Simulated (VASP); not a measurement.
Wanted: the native input for a VASP 6.6.1 run.

```
Task                   : single point
Functional             : PBEsol
Potentials or basis    : VASP PAW PBE potentials, release 64 (Ni, O)
Cutoff                 : 600 eV
k mesh                 : 9 × 9 × 9
Occupations            : gaussian, width 0.05 eV
Spin                   : collinear spin, ferromagnetic start
Starting moments       : [1.91, 1.91, 0.21, 0.21] μB
Hubbard terms          : Ni d U = 7.5 eV
Dipole correction      : no
Further INCAR settings : ALGO = Normal; EDIFF = 1e-06; NBANDS = 28
```

The structure of NiO lies in POSCAR:

```
NiO
1.0
    0.0000000000      2.0913095100      2.0913095100
    2.0913095100      0.0000000000      2.0913095100
    4.1826190200      4.1826190200      0.0000000000
Ni O
2 2
Direct
    0.0000000000      0.0000000000      0.0000000000
    0.0000000000      0.0000000000      0.5000000000
    0.5000000000      0.5000000000      0.2500000000
    0.5000000000      0.5000000000      0.7500000000
```

The input as run:

INCAR

```
SYSTEM = NiO
PREC = Accurate ; ENCUT = 600
EDIFF = 1E-6 ; ISMEAR = 0
SIGMA = 0.05 ; LREAL = .False.
LASPH = .True. ; NELM = 200
ALGO = Normal ; ISIF = 2
LWAVE = .False. ; LCHARG = .True.
ISPIN = 2 ; MAGMOM = 1.91 1.91 0.21 0.21
LORBIT = 11 ; LMAXMIX = 4
LDAU = .True. ; LDAUTYPE = 2
LDAUL = 2 -1 ; LDAUU = 7.5 0
LDAUJ = 0 0 ; LDAUPRINT = 1
GGA = PS ; LELF = .True.
LVHAR = .True. ; NBANDS = 28
GGA_COMPAT = .False.
```

KPOINTS

```
regular mesh
0
Gamma
  9 9 9
  0 0 0
```

Potentials or basis: VASP PAW PBE potentials, release 64 (Ni, O).

The run is started by

```sh
$ cat potpaw_PBE.64/Ni/POTCAR potpaw_PBE.64/O/POTCAR > POTCAR
$ mpirun -np 1 vasp_std > vasp.out
```

It gave:

```
Pressure                                              : -10.2 GPa
Band gap on the k mesh                                : 2.84 eV
Net moment                                            : 4.00 μB per cell
Site moments                                          : Ni +1.86; O +0.15 μB
Valence electrons inside the program's atomic spheres : Ni 9.02; O 5.00
```

Caveat: the cell stands under tension; the PAW data sets were made with another functional, which shifts forces and pressure a little; an odd mesh through Γ misses points on the zone boundary, where band edges can lie.

It took 4.9 min on 1 thread of Oxide Virtual Turin-like Processor, on a shared host, peak memory 0.26 GiB.
